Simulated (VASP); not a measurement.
Write the native input for VASP 6.6.1 that does the following.

```yaml
Task: single point
Functional: PBEsol
Potentials_or_basis: VASP PAW PBE potentials, release 64 (Ta_pv)
Cutoff: 520 eV
k_mesh: 20 × 20 × 20
Occupations: gaussian, width 0.15 eV
Spin: no spin polarisation
Dipole_correction: no
Further_INCAR_settings: ALGO = Normal; EDIFF = 1e-06; NBANDS = 12
```

The structure of Ta lies in POSCAR:

```
Ta
1.0
   -1.6760492000      1.6760492000      1.6265108000
    1.6760492000     -1.6760492000      1.6265108000
    1.6760492000      1.6760492000     -1.6265108000
Ta
1
Direct
    0.0000000000      0.0000000000      0.0000000000
```

This cell differs from its parent crystal: strain +0.015 along x and y, -0.015 along z.

One way to write it, as run:

INCAR

```
SYSTEM = Ta
PREC = Accurate
ENCUT = 520
EDIFF = 1E-6
ISMEAR = 0
SIGMA = 0.15
LREAL = .False.
LASPH = .True.
NELM = 60
ALGO = Normal
ISIF = 2
LWAVE = .False.
LCHARG = .False.
GGA = PS
NBANDS = 12
```

KPOINTS

```
regular mesh
0
Gamma
  20 20 20
  0 0 0
```

Potentials or basis: VASP PAW PBE potentials, release 64 (Ta_pv).

The run is started by

```sh
$ cat potpaw_PBE.64/Ta_pv/POTCAR > POTCAR
$ mpirun -np 1 vasp_std > vasp.out
```

It gave:

The pressure is -6.3 GPa.

Caveat: the cell differs from its parent crystal (strain +0.015 along x and y, -0.015 along z); the PAW data sets were made with another functional, which shifts forces and pressure a little.

Wall time 53 s on 1 thread of Intel Xeon 6975P-C, on a shared host, peak memory 0.25 GiB.
